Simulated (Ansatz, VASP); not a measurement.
# YAl7N8 in VASP and in Ansatz

The input INCAR:

```
ALGO     = Normal         # electronic algorithm
EDIFF    = 1E-7           # SCF threshold, eV
ENCUT    = 520            # plane-wave cutoff, eV
GGA      = PS             # functional
ISIF     = 2              # what is computed and relaxed
ISMEAR   = 0              # smearing method
LASPH    = True           # aspherical terms in the spheres
LCHARG   = False          # write CHGCAR
LREAL    = Auto         
LWAVE    = False          # write WAVECAR
NBANDS   = 50             # bands
NELM     = 80             # most SCF steps
PREC     = Accurate       # precision mode
SIGMA    = 0.01           # smearing width, eV
```

File KPOINTS:

```
k-points
0
Gamma
  6 6 6
```

Contents of POSCAR:

```
YAl7N8
1.0
    3.1921404571     -0.0214751083      5.0848961774
    3.1921404571      0.0214751083     -5.0848961774
   -3.1921404571      5.5642344291     -0.0233967361
Y Al N
1 7 8
Direct
    0.1455427950      0.1902425481      0.3357853356
    0.1458311174      0.1908257905      0.8340154163
    0.6431051328      0.6886581195      0.3317632448
    0.6431896333      0.6881843064      0.8340154163
    0.0613941464      0.6046043471      0.1648436740
    0.5602393194      0.1034495201      0.1648436740
    0.0600328392      0.6082237813      0.6682566280
    0.5633693682      0.1038679133      0.6672372890
    0.3858035839      0.9481249210      0.3339284974
    0.8802871941      0.4524777230      0.3327649097
    0.3798818011      0.9552480132      0.8326928421
    0.8774448364      0.4528110486      0.8326928421
    0.2981269509      0.3740153008      0.1621561260
    0.2974340480      0.3783823847      0.6758164402
    0.7881408177      0.8640291676      0.1621561260
    0.7981764163      0.8688551148      0.6670315386
```

Input for Ansatz:

```yaml
crystal:
  lattice:
    - [3.1921404571, -0.0214751083, 5.0848961774]
    - [3.1921404571, 0.0214751083, -5.0848961774]
    - [-3.1921404571, 5.5642344291, -0.0233967361]
  atoms:
    - { symbol: "Y", position: [0.145542795, 0.1902425481, 0.3357853356] }
    - { symbol: Al, position: [0.1458311174, 0.1908257905, 0.8340154163] }
    - { symbol: Al, position: [0.6431051328, 0.6886581195, 0.3317632448] }
    - { symbol: Al, position: [0.6431896333, 0.6881843064, 0.8340154163] }
    - { symbol: Al, position: [0.0613941464, 0.6046043471, 0.164843674] }
    - { symbol: Al, position: [0.5602393194, 0.1034495201, 0.164843674] }
    - { symbol: Al, position: [0.0600328392, 0.6082237813, 0.668256628] }
    - { symbol: Al, position: [0.5633693682, 0.1038679133, 0.667237289] }
    - { symbol: "N", position: [0.3858035839, 0.948124921, 0.3339284974] }
    - { symbol: "N", position: [0.8802871941, 0.452477723, 0.3327649097] }
    - { symbol: "N", position: [0.3798818011, 0.9552480132, 0.8326928421] }
    - { symbol: "N", position: [0.8774448364, 0.4528110486, 0.8326928421] }
    - { symbol: "N", position: [0.2981269509, 0.3740153008, 0.162156126] }
    - { symbol: "N", position: [0.297434048, 0.3783823847, 0.6758164402] }
    - { symbol: "N", position: [0.7881408177, 0.8640291676, 0.162156126] }
    - { symbol: "N", position: [0.7981764163, 0.8688551148, 0.6670315386] }
basis:
  ecutwfc: 420
  xc_grid: 2
kpoints:
  mp_grid: { grid: [6, 6, 6] }
hamiltonian:
  xc: pbesol
  pseudopotentials: { kind: paw, azcp: { folder: soft_1 } }
scf:
  occupations: { method: fixed }
output:
  forces: true
  stress: true
  eigenvalues: true
  polarization: {}
```

Change from the starting cell: polar distortion scaled by 0.25.

Alike in both runs: task single point; functional PBEsol; k mesh 6 × 6 × 6; no spin polarisation.

|  | VASP | Ansatz |
| --- | --- | --- |
| version | VASP 6.6.1 | Ansatz 0.2.0 |
| potentials or method | VASP PAW PBE potentials, release 64 (Y_sv, Al, N), cutoff 520 eV | scalar-relativistic, plane waves, PAW |
| occupations | gaussian, width 0.01 eV | fixed |
| valence electrons in the cell | 72 | 72 |

VASP gave:

| Quantity | Value |
| --- | --- |
| gap on the k mesh at the Fermi level (eV) | 2.23 |
| least direct gap on the mesh (eV) | 2.23 |
| pressure (GPa) | 9.5 |
| traceless stress, the component that is largest in VASP (GPa) | -21.59 |
| rms of the force components (eV/Å) | 1.689 |

**Question.** Which values does Ansatz return?

**Answer.** gap on the k mesh at the Fermi level (eV): 2.22; least direct gap on the mesh (eV): 2.22; pressure (GPa): 9.5; traceless stress, the component that is largest in VASP (GPa): -21.39; rms of the force components (eV/Å): 1.687.

VASP's potentials were made for PBE, not for PBEsol, and Ansatz warns of the same on its side. Atom by atom the forces differ by 0.005 eV/Å (rms over components).
